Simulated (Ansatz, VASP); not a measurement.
IrRu2: VASP beside Ansatz

```xyz
6
Lattice="0.0000 3.5359 3.5359 3.5359 0.0000 3.5359 3.5359 3.5359 0.0000" Properties=species:S:1:pos:R:3 pbc="T T T"
Ru    4.4199    4.4199    4.4199
Ru    4.4199    2.6519    2.6519
Ru    2.6519    2.6519    4.4199
Ru    2.6519    4.4199    2.6519
Ir    0.0000    0.0000    0.0000
Ir    1.7680    1.7680    1.7680
```

Alike in both runs: functional PBE; k mesh 4 × 4 × 4; occupations gaussian, width 0.1 eV; no spin polarisation.

Ansatz relaxed the structure, and its values are those at the end. VASP's run is a single point on that final structure, the one shown.

```csv
,VASP,Ansatz
version,VASP 6.6.1,Ansatz 0.2.0
potentials or method,"VASP PAW PBE potentials, release 64 (Ru_pv, Ir), cutoff 520 eV","scalar-relativistic, plane waves, PAW"
valence electrons in the cell,74,98
```

```tsv
	VASP	Ansatz	Ansatz less VASP
gap on the k mesh at the Fermi level (eV)	none	none	-
pressure (GPa)	0.1	0.0	-0.14
```

A gap of «none» marks a metal or a gap that the smearing closes. VASP's potentials hold 74 valence electrons a cell and Ansatz's 98, so a difference there can come from the potentials and not from the codes.

The k mesh is coarse, so the values compare programs but aren't converged. Spin-orbit coupling is off throughout.
